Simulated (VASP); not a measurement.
# ZnSe (P4/nmm) in VASP: further runs

ZnSe is run at these levels: LDA; tasks: single point.

Everything below comes from runs of VASP 6.6.1. Logs are shortened: lines on timing, memory, paths and dates and some standing lists are left out, and cuts for length are marked.

**1. The cell of the first run**

Symmetry: P4/nmm, No. 129, tetragonal system. Conventional cell: a = 4.161 Å, b = 4.161 Å, c = 5.491 Å, α = 90.00°, β = 90.00°, γ = 90.00°. Within 3.2 Å of Zn (site symmetry -4m2) lie 4 Se at 2.41 Å and 4 Zn at 2.94 Å. Within 3.2 Å of Se (site symmetry 4mm) lie 4 Zn at 2.41 Å.

**2. Single point, LDA (atoms shifted along a free coordinate)**

INCAR reads:

```
SYSTEM = ZnSe
PREC = Accurate
ENCUT = 520
EDIFF = 1E-6
ISMEAR = 0
SIGMA = 0.05
LREAL = .False.
LASPH = .True.
NELM = 60
ALGO = Normal
ISIF = 2
LWAVE = .False.
LCHARG = .False.
NBANDS = 26
```

KPOINTS reads:

```
Automatic mesh
0
Gamma
  8 8 6
  0 0 0
```

POSCAR reads:

```
ZnSe
1.0
    4.1605590088      0.0000000000      0.0000000000
    0.0000000000      4.1605590088      0.0000000000
    0.0000000000      0.0000000000      5.4910814719
Zn Se
2 2
Direct
    0.0000000000      0.0000000000      0.0000000000
    0.5000000000      0.5000000000      0.0000000000
    0.0000000000      0.5000000000      0.2231634165
    0.5000000000      0.0000000000      0.7768365835
```

Potentials or basis: VASP PAW LDA potentials, release 64 (Zn, Se).

Run with:

```
cat potpaw_LDA.64/Zn/POTCAR potpaw_LDA.64/Se/POTCAR > POTCAR
mpirun -np 1 vasp_std > vasp.out
```

OUTCAR:

```text
SYSTEM = ZnSe
   PREC = Accurate
   ENCUT = 520
   EDIFF = 1E-6
   ISMEAR = 0
   LREAL = .False.
   LASPH = .True.
   NELM = 60
   ISIF = 2

 ion  position               nearest neighbor table
   1  0.000  0.000  0.000-   3 2.41   4 2.41   3 2.41   4 2.41   2 2.94   2 2.94   2 2.94   2 2.94

   2  0.500  0.500  0.000-   3 2.41   4 2.41   4 2.41   3 2.41   1 2.94   1 2.94   1 2.94   1 2.94

   3  0.000  0.500  0.223-   1 2.41   2 2.41   1 2.41   2 2.41
   4  0.500  0.000  0.777-   1 2.41   2 2.41   2 2.41   1 2.41

  LATTYP: Found a simple tetragonal cell.
 ALAT       =     4.1605590088
 C/A-ratio  =     1.3197941575

  Lattice vectors:

 A1 = (   4.1605590088,   0.0000000000,   0.0000000000)
 A2 = (   0.0000000000,   4.1605590088,   0.0000000000)
 A3 = (   0.0000000000,   0.0000000000,   5.4910814719)

Analysis of symmetry for initial positions (statically):
=====================================================================
 Subroutine PRICEL returns:
 Original cell was already a primitive cell.

 Routine SETGRP: Setting up the symmetry group for a
 simple tetragonal supercell.

 Subroutine GETGRP returns: Found 16 space group operations
 (whereof  8 operations were pure point group operations)
 out of a pool of 16 trial point group operations.

The static configuration has the point symmetry D_2d.
 The point group associated with its full space group is D_4h.

Analysis of symmetry for dynamics (positions and initial velocities):
=====================================================================
 Subroutine PRICEL returns:
 Original cell was already a primitive cell.

 Routine SETGRP: Setting up the symmetry group for a
 simple tetragonal supercell.

 Subroutine GETGRP returns: Found 16 space group operations
 (whereof  8 operations were pure point group operations)
 out of a pool of 16 trial point group operations.

The dynamic configuration has the point symmetry D_2d.
 The point group associated with its full space group is D_4h.

 Subroutine INISYM returns: Found 16 space group operations
 (whereof  8 operations are pure point group operations),
 and found     1 'primitive' translations

----------------------------------------------------------------------------------------

                                     Primitive cell

  volume of cell :      95.0520

  direct lattice vectors                    reciprocal lattice vectors
     4.160559009  0.000000000  0.000000000     0.240352318  0.000000000  0.000000000
     0.000000000  4.160559009  0.000000000     0.000000000  0.240352318  0.000000000
     0.000000000  0.000000000  5.491081472     0.000000000  0.000000000  0.182113488

  length of vectors
     4.160559009  4.160559009  5.491081472     0.240352318  0.240352318  0.182113488

  position of ions in fractional coordinates (direct lattice)
     0.000000000  0.000000000  0.000000000
     0.500000000  0.500000000  0.000000000
     0.000000000  0.500000000  0.223163417
     0.500000000  0.000000000  0.776836583

  ion indices of the primitive-cell ions
   primitive index   ion index
                 1           1
                 2           2
                 3           3
                 4           4

----------------------------------------------------------------------------------------

 KPOINTS: Automatic mesh

Automatic generation of k-mesh.
 Grid dimensions read from file:
 generate k-points for:    8    8    6

 Generating k-lattice:

  Cartesian coordinates                     Fractional coordinates (reciprocal lattice)
     0.030044040  0.000000000  0.000000000     0.125000000  0.000000000  0.000000000
     0.000000000  0.030044040  0.000000000     0.000000000  0.125000000  0.000000000
     0.000000000  0.000000000  0.030352248     0.000000000  0.000000000  0.166666667

  Length of vectors
     0.030044040  0.030044040  0.030352248

  Shift w.r.t. Gamma in fractional coordinates (k-lattice)
     0.000000000  0.000000000  0.000000000

 Subroutine IBZKPT returns following result:
 ===========================================

 Found     60 irreducible k-points:

 Following reciprocal coordinates:
            Coordinates               Weight
  0.000000  0.000000  0.000000      1.000000
  0.125000  0.000000  0.000000      4.000000
  0.250000  0.000000  0.000000      4.000000
  0.375000  0.000000  0.000000      4.000000
  0.500000  0.000000  0.000000      2.000000
  0.125000  0.125000  0.000000      4.000000
[... 16 lines left out ...]
  0.375000  0.125000  0.166667     16.000000
  0.500000  0.125000  0.166667      8.000000
 [... further k-points ...]
   k-points           NKPTS =     60   k-points in BZ     NKDIM =     60   number of bands    NBANDS=     26
   number of dos      NEDOS =    301   number of ions     NIONS =      4
   total plane-waves  NPLWV =  43008
   dimension x,y,z NGX =    32 NGY =   32 NGZ =   42
   dimension x,y,z NGXF=    64 NGYF=   64 NGZF=   84
   ions per type =               2   2
   NGX,Y,Z   is equivalent  to a cutoff of  12.79, 12.79, 12.72 a.u.
   NGXF,Y,Z  is equivalent  to a cutoff of  25.57, 25.57, 25.43 a.u.
 SYSTEM =  ZnSe
   PREC   = accura    normal or accurate (medium, high low for compatibility)
   ISTART =      0    job   : 0-new  1-cont  2-samecut
   ICHARG =      2    charge: 1-file 2-atom 10-const
   ISPIN  =      1    spin polarized calculation?
   LNONCOLLINEAR =      F non collinear calculations
   LSORBIT =      F    spin-orbit coupling
   LASPH  =      T    aspherical Exc in radial PAW
   ENCUT  =  520.0 eV  38.22 Ry    6.18 a.u.   7.74  7.74 10.21*2*pi/ulx,y,z
   NELM   =     60;   NELMIN=  2; NELMDL= -5     # of ELM steps
   EDIFF  = 0.1E-05   stopping-criterion for ELM
   LREAL  =      F    real-space projection
[... 7 lines left out ...]
   TEBEG  =    0.0;   TEEND  =   0.0 temperature during run
   PSTRESS=    0.0 pullay stress
   NELECT =      36.0000    total number of electrons
   NUPDOWN=      -1.0000    fix difference up-down
   EMIN   =  10.00;   EMAX   =-10.00  energy-range for DOS
   EFERMI =   0.00;   METHOD = LEGACY
   ISMEAR =     0;   SIGMA  =   0.05  broadening in eV -4-tet -1-fermi 0-gaus
   EFERMI_NEDOS =   21; number of points for ismear=-14 and -15
   IALGO  =     38    algorithm
   IMIX   =      4    mixing-type and parameters
     AMIX     =   0.40;   BMIX     =  1.00
     AMIX_MAG =   1.60;   BMIX_MAG =  1.00
  volume/ion in A,a.u.               =      23.76       160.36
  Fermi-wavevector in a.u.,A,eV,Ry     =   1.184464  2.238313 19.088365  1.402955
  Thomas-Fermi vector in A             =   2.320678
   LORBIT       =      0    0 simple, 1 ext, 2 COOP (PROOUT), +10 PAW based schemes
   GGA     = CA    functional components
   LHFCALC =     F    Hartree Fock is set to
   AEXX    =    0.0000 exact exchange contribution
   IVDW    =     0    specifies the selected vdW correction
   LEPSILON=     F    determine dielectric tensor
   LRPA    =     F    only Hartree local field effects (RPA)
 non-spin polarized calculation
 Gauss-broadening in eV      SIGMA  =   0.05
  energy-cutoff  :      520.00
  volume of cell :       95.05
 maximum number of plane-waves:      2578
 NGX is ok and might be reduce to    32
   NGX = 15   NGY = 15   NGZ = 21

 number of electron      35.9999946 magnetization

 Free energy of the ion-electron system (eV)
  ---------------------------------------------------
  ext. energy  EPLUGINS =         0.00000000
  ---------------------------------------------------
  free energy    TOTEN  =       -13.63076542 eV

  energy without entropy =      -13.63076542  energy(sigma->0) =      -13.63076542

 E-fermi :   1.6151     XC(G=0):  -9.3273

 val. band max:        1.3386144620   @ k =   0.0000   0.0000   0.0000
 cond. band min:       2.0707964237   @ k =   0.0000   0.0000   0.0000
 fundamental gap:      0.7321819617
 Fermi energy:         1.6150806276

 k-point     1 :       0.0000    0.0000    0.0000
  band No.  band energies     occupation
      1     -12.5179      2.00000
      2     -11.2096      2.00000
      3      -6.0120      2.00000
      4      -6.0120      2.00000
      5      -6.0082      2.00000
      6      -5.9533      2.00000
[... 18 lines left out ...]
     25      10.7971      0.00000
     26      10.7980      0.00000

 k-point     2 :       0.1250    0.0000    0.0000
  band No.  band energies     occupation
      1     -12.4445      2.00000
      2     -11.2213      2.00000
      3      -6.0413      2.00000
      4      -6.0218      2.00000
      5      -5.9442      2.00000
      6      -5.9062      2.00000
[... 18 lines left out ...]
     25       9.6025      0.00000
     26       9.6451      0.00000

 k-point     3 :       0.2500    0.0000    0.0000
  band No.  band energies     occupation
      1     -12.2394      2.00000
      2     -11.2748      2.00000
      3      -6.0325      2.00000
      4      -5.9972      2.00000
      5      -5.8514      2.00000
      6      -5.8161      2.00000
[... 18 lines left out ...]
     25       8.5812      0.00000
     26       9.3340      0.00000

 k-point     4 :       0.3750    0.0000    0.0000
  band No.  band energies     occupation
      1     -11.9488      2.00000
      2     -11.4099      2.00000
      3      -5.9826      2.00000
      4      -5.8940      2.00000
      5      -5.7958      2.00000
      6      -5.7920      2.00000
[... 18 lines left out ...]
     25       8.4196      0.00000
     26       9.3844      0.00000
[... 496 lines left out ...]
      1     -12.1516      2.00000
      2     -11.2922      2.00000
      3      -6.1267      2.00000
      4      -5.9096      2.00000
      5      -5.8523      2.00000
      6      -5.8284      2.00000
[... 18 lines left out ...]
     25       8.0866      0.00000
     26      10.2617      0.00000

 k-point    23 :       0.3750    0.1250    0.1667
  band No.  band energies     occupation
      1     -11.8781      2.00000
      2     -11.3972      2.00000
      3      -6.0877      2.00000
      4      -5.8535      2.00000
      5      -5.8279      2.00000
      6      -5.7813      2.00000
[... 18 lines left out ...]
     25       8.4989      0.00000
     26       9.7081      0.00000

 k-point    24 :       0.5000    0.1250    0.1667
  band No.  band energies     occupation
      1     -11.6019      2.00000
      2     -11.6019      2.00000
      3      -5.9763      2.00000
      4      -5.9763      2.00000
      5      -5.7681      2.00000
      6      -5.7681      2.00000
[... 18 lines left out ...]
     25       9.4555      0.00000
     26       9.4555      0.00000

 [... further k-points ...]

------------------------ aborting loop because EDIFF is reached ----------------------------------------

  FORCE on cell =-STRESS in cart. coord.  units (eV):
  Direction    XX          YY          ZZ          XY          YZ          ZX
  --------------------------------------------------------------------------------------
  -------------------------------------------------------------------------------------
  Total        1.6198242      1.6198242      2.9612052      0.0000000      0.0000000     -0.0000000
  in kB       27.3034291     27.3034291     49.9134766      0.0000000      0.0000000     -0.0000000
  external PRESSURE =      34.8401116 kB  Pullay stress =       0.0000000 kB

 VOLUME and BASIS-vectors are now :
 -----------------------------------------------------------------------------
  energy-cutoff  :      520.00
  volume of cell :       95.05
      direct lattice vectors                 reciprocal lattice vectors
     4.160559009  0.000000000  0.000000000     0.240352318  0.000000000  0.000000000
     0.000000000  4.160559009  0.000000000     0.000000000  0.240352318  0.000000000
     0.000000000  0.000000000  5.491081472     0.000000000  0.000000000  0.182113488

 POSITION                                       TOTAL-FORCE (eV/Angst)
 -----------------------------------------------------------------------------------
      0.00000      0.00000      0.00000        -0.000000     -0.000000      0.000000
      2.08028      2.08028      0.00000         0.000000      0.000000      0.000000
      0.00000      2.08028      1.22541         0.000000     -0.000000      1.538957
      2.08028      0.00000      4.26567        -0.000000      0.000000     -1.538957
 -----------------------------------------------------------------------------------
    total drift:                                0.000000     -0.000000     -0.000000

  FREE ENERGIE OF THE ION-ELECTRON SYSTEM (eV)
  ---------------------------------------------------
  free  energy   TOTEN  =       -13.6307654160 eV

  energy  without entropy=      -13.6307654160  energy(sigma->0) =      -13.63076542
```

Wall time 2 min (1 thread of Intel Xeon 8259CL, shared host); peak memory 0.25 GiB.

What came out:

| Item | Value |
| --- | --- |
| Free energy | -13.6308 eV |
| Pressure | 3.5 GPa |
| Largest force | 1.539 eV/Å |
| Band gap on the k mesh | 0.73 eV |

Forces in eV/Å, atoms in the order of the input:
```
Zn   0.000  0.000  0.000
Zn   0.000  0.000  0.000
Se   0.000  0.000  1.539
Se   0.000  0.000 -1.539
```

Caveat: the cell differs from its parent crystal (atoms shifted along a free coordinate); the cell stands under pressure; forces of over 1 eV/Å act on the atoms, so gaps and moduli don't describe the material at rest. A k mesh can miss the band edges.

(Part 1 of 2 ends here.)
